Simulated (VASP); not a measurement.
# K (Im-3m) in VASP: further runs

The runs below take K through single point, with LDA.

Program: VASP 6.6.1. These are calculated values, not measurements. Logs are shortened: lines on timing, memory, paths and dates and some standing lists are left out, and cuts for length are marked.

### Step 1. The cell of the first run

The structure is cubic, space group Im-3m (No. 229). The conventional cell has a = 5.048 Å, b = 5.048 Å, c = 5.048 Å, α = 90.00°, β = 90.00°, γ = 90.00°. Within 5.7 Å of K (site symmetry m-3m) lie 14 K at 4.37 to 5.05 Å.

### Step 2. Single point, LDA

File INCAR:

```
ALGO = Normal
EDIFF = 1E-6
ENCUT = 520
ISIF = 2
ISMEAR = -1
LASPH = T
LCHARG = F
LREAL = F
LWAVE = F
NBANDS = 10
NELM = 80
PREC = Accurate
SIGMA = 0.1
```

File KPOINTS:

```
k-points
0
Gamma
  15 15 15
```

File POSCAR:

```
K
1.0
   -2.5241928971      2.5241928971      2.5241928971
    2.5241928971     -2.5241928971      2.5241928971
    2.5241928971      2.5241928971     -2.5241928971
K
1
Direct
    0.0000000000      0.0000000000      0.0000000000
```

Potentials or basis: VASP PAW LDA potentials, release 64 (K_sv).

The run is started by

```
cat potpaw_LDA.64/K_sv/POTCAR > POTCAR
mpirun -np 1 vasp_std > vasp.out
```

OUTCAR:

```text
EDIFF = 1E-6
   ENCUT = 520
   ISIF = 2
   ISMEAR = -1
   LASPH = T
   LREAL = F
   NELM = 80
   PREC = Accurate

 ion  position               nearest neighbor table
   1  0.000  0.000  0.000-

  LATTYP: Found a body centered cubic cell.
 ALAT       =     5.0483857942

  Lattice vectors:

 A1 = (  -2.5241928971,   2.5241928971,   2.5241928971)
 A2 = (   2.5241928971,  -2.5241928971,   2.5241928971)
 A3 = (   2.5241928971,   2.5241928971,  -2.5241928971)

Analysis of symmetry for initial positions (statically):
=====================================================================
 Subroutine PRICEL returns:
 Original cell was already a primitive cell.

 Routine SETGRP: Setting up the symmetry group for a
 body centered cubic supercell.

 Subroutine GETGRP returns: Found 48 space group operations
 (whereof 48 operations were pure point group operations)
 out of a pool of 48 trial point group operations.

The static configuration has the point symmetry O_h .

Analysis of symmetry for dynamics (positions and initial velocities):
=====================================================================
 Subroutine PRICEL returns:
 Original cell was already a primitive cell.

 Routine SETGRP: Setting up the symmetry group for a
 body centered cubic supercell.

 Subroutine GETGRP returns: Found 48 space group operations
 (whereof 48 operations were pure point group operations)
 out of a pool of 48 trial point group operations.

The dynamic configuration has the point symmetry O_h .

 Subroutine INISYM returns: Found 48 space group operations
 (whereof 48 operations are pure point group operations),
 and found     1 'primitive' translations

----------------------------------------------------------------------------------------

                                     Primitive cell

  volume of cell :      64.3321

  direct lattice vectors                    reciprocal lattice vectors
    -2.524192897  2.524192897  2.524192897     0.000000000  0.198083118  0.198083118
     2.524192897 -2.524192897  2.524192897     0.198083118  0.000000000  0.198083118
     2.524192897  2.524192897 -2.524192897     0.198083118  0.198083118  0.000000000

  length of vectors
     4.372030346  4.372030346  4.372030346     0.280131832  0.280131832  0.280131832

  position of ions in fractional coordinates (direct lattice)
     0.000000000  0.000000000  0.000000000

  ion indices of the primitive-cell ions
   primitive index   ion index
                 1           1

[... 76 lines left out ...]
   NFREE  =      0    steps in history (QN), initial steepest desc. (CG)
   ISIF   =      2    stress and relaxation
   ISYM   =      2    0-nonsym 1-usesym 2-fastsym
   POTIM  = 0.5000    time-step for ionic-motion
   TEBEG  =    0.0;   TEEND  =   0.0 temperature during run
   PSTRESS=    0.0 pullay stress
   NELECT =       9.0000    total number of electrons
   NUPDOWN=      -1.0000    fix difference up-down
   EMIN   =  10.00;   EMAX   =-10.00  energy-range for DOS
   EFERMI =   0.00;   METHOD = LEGACY
   ISMEAR =    -1;   SIGMA  =   0.10  broadening in eV -4-tet -1-fermi 0-gaus
   EFERMI_NEDOS =   21; number of points for ismear=-14 and -15
   IALGO  =     38    algorithm
   IMIX   =      4    mixing-type and parameters
     AMIX     =   0.40;   BMIX     =  1.00
     AMIX_MAG =   1.60;   BMIX_MAG =  1.00
  volume/ion in A,a.u.               =      64.33       434.13
  Fermi-wavevector in a.u.,A,eV,Ry     =   0.849858  1.605999  9.826929  0.722259
  Thomas-Fermi vector in A             =   1.965745
   LORBIT       =      0    0 simple, 1 ext, 2 COOP (PROOUT), +10 PAW based schemes
   GGA     = CA    functional components
   LHFCALC =     F    Hartree Fock is set to
   AEXX    =    0.0000 exact exchange contribution
   IVDW    =     0    specifies the selected vdW correction
   LEPSILON=     F    determine dielectric tensor
   LRPA    =     F    only Hartree local field effects (RPA)
 non-spin polarized calculation
  energy-cutoff  :      520.00
  volume of cell :       64.33
 maximum number of plane-waves:      1754
 NGX is ok and might be reduce to    36
   NGX = 17   NGY = 17   NGZ = 17

 number of electron       9.0000001 magnetization

 Free energy of the ion-electron system (eV)
  ---------------------------------------------------
  ext. energy  EPLUGINS =         0.00000000
  ---------------------------------------------------
  free energy    TOTEN  =        -1.17703023 eV

  energy without entropy =       -1.15243664  energy(sigma->0) =       -1.16473344

 E-fermi :  -0.0000     XC(G=0):  -6.2251

 val. band max:       -0.0063440788   @ k =  -0.3333   0.4000   0.2000
 cond. band min:       0.0099961197   @ k =   0.2000   0.2000   0.1333
 fundamental gap:      0.0163401985
 Fermi energy:        -0.0000044429

 k-point     1 :       0.0000    0.0000    0.0000
  band No.  band energies     occupation
      1     -31.7485      2.00000
      2     -15.4156      2.00000
      3     -15.4156      2.00000
      4     -15.4156      2.00000
      5      -2.3681      2.00000
      6       4.2732      0.00000
      7       4.2732      0.00000
      8       4.2732      0.00000
      9       5.3010      0.00000
     10       5.3010      0.00000
[... 287 lines left out ...]
 k-point    24 :       0.4000    0.2000    0.0000
  band No.  band energies     occupation
      1     -31.7395      2.00000
      2     -15.5142      2.00000
      3     -15.4676      2.00000
      4     -15.4266      2.00000
      5       0.7999      0.00067
      6       0.9628      0.00013
      7       2.4697      0.00000
      8       4.7553      0.00000
      9       5.7006      0.00000
     10       5.7041      0.00000

 [... further k-points ...]

------------------------ aborting loop because EDIFF is reached ----------------------------------------

  FORCE on cell =-STRESS in cart. coord.  units (eV):
  Direction    XX          YY          ZZ          XY          YZ          ZX
  --------------------------------------------------------------------------------------
  -------------------------------------------------------------------------------------
  Total       -0.0088555     -0.0088555     -0.0088555     -0.0000000     -0.0000000      0.0000000
  in kB       -0.2205456     -0.2205456     -0.2205456     -0.0000000     -0.0000000      0.0000000
  external PRESSURE =      -0.2205456 kB  Pullay stress =       0.0000000 kB

 VOLUME and BASIS-vectors are now :
 -----------------------------------------------------------------------------
  energy-cutoff  :      520.00
  volume of cell :       64.33
      direct lattice vectors                 reciprocal lattice vectors
    -2.524192897  2.524192897  2.524192897     0.000000000  0.198083118  0.198083118
     2.524192897 -2.524192897  2.524192897     0.198083118  0.000000000  0.198083118
     2.524192897  2.524192897 -2.524192897     0.198083118  0.198083118  0.000000000

 POSITION                                       TOTAL-FORCE (eV/Angst)
 -----------------------------------------------------------------------------------
      0.00000      0.00000      0.00000         0.000000      0.000000      0.000000
 -----------------------------------------------------------------------------------
    total drift:                               -0.000000     -0.000000      0.000000

  FREE ENERGIE OF THE ION-ELECTRON SYSTEM (eV)
  ---------------------------------------------------
  free  energy   TOTEN  =        -1.1770302278 eV

  energy  without entropy=       -1.1524366436  energy(sigma->0) =       -1.16473344
```

OSZICAR:

```text
N       E                     dE             d eps       ncg     rms          rms(c)
DAV:   1     0.499481991277E+02    0.49948E+02   -0.36212E+03  2408   0.702E+02
DAV:   2     0.686665427875E+00   -0.49262E+02   -0.48265E+02  2578   0.212E+02
DAV:   3    -0.112367808065E+01   -0.18103E+01   -0.18039E+01  3750   0.295E+01
DAV:   4    -0.117756505901E+01   -0.53887E-01   -0.53813E-01  3288   0.472E+00
DAV:   5    -0.117887831785E+01   -0.13133E-02   -0.13130E-02  3864   0.513E-01    0.249E+00
DAV:   6    -0.117746605641E+01    0.14123E-02   -0.20903E-03  3574   0.312E-01    0.157E+00
DAV:   7    -0.117701440533E+01    0.45165E-03   -0.33607E-03  3316   0.352E-01    0.635E-02
DAV:   8    -0.117702324526E+01   -0.88399E-05   -0.32929E-04  3336   0.180E-01    0.242E-02
DAV:   9    -0.117703094963E+01   -0.77044E-05   -0.13777E-05  3228   0.339E-02    0.133E-02
DAV:  10    -0.117703022782E+01    0.72181E-06   -0.64009E-06  3516   0.211E-02
   1 F= -.11770302E+01 E0= -.11647334E+01  d E =-.245936E-01
```

stdout:

```text
POSCAR found type information on POSCAR K
 POSCAR found :  1 types and       1 ions
 scaLAPACK will be used
 LDA part: xc-table for (Slater(with rela. corr.)+CA(PZ))
 , standard interpolation
 POSCAR, INCAR and KPOINTS ok, starting setup
 FFT: planning ... GRIDC
 FFT: planning ... GRID_SOFT
 FFT: planning ... GRID
 WAVECAR not read
 entering main loop
```

Run time: 1.8 min. Hardware: 1 thread of AMD EPYC 7R13, shared host; peak memory 0.18 GiB.

What came out:

```
Free energy : -1.1770 eV
Pressure    : 0.0 GPa
```

### Step 3. Single point, LDA

File INCAR:

```
SYSTEM = K
PREC = Accurate
ENCUT = 520
EDIFF = 1E-6
ISMEAR = -1
SIGMA = 0.1
LREAL = .FALSE.
LASPH = .TRUE.
NELM = 80
ALGO = Normal
ISIF = 2
LWAVE = .FALSE.
LCHARG = .FALSE.
GGA = CA
NBANDS = 10
```

File KPOINTS:

```
Automatic mesh
0
G
  15 15 15
  0 0 0
```

POSCAR is that of step 2.

Potentials or basis: VASP PAW LDA potentials, release 64 (K_sv).

The run is started by

```
cat potpaw_LDA.64/K_sv/POTCAR > POTCAR
mpirun -np 1 vasp_std > vasp.out
```

It took 98 s on 1 thread of AMD EPYC 7R13, shared host; peak memory 0.18 GiB.

Results (log left out):

| Quantity | Value |
| --- | --- |
| Free energy | -1.1770 eV |
| Pressure | 0.0 GPa |

Levels at points of the mesh, in eV from the Fermi level:
```
           k point  band 1  band 2  band 3  band 4  band 5  band 6  band 7  band 8  band 9
(0.00, 0.00, 0.00)  -31.75  -15.42  -15.42  -15.42   -2.37    4.27    4.27    4.27    5.30
```
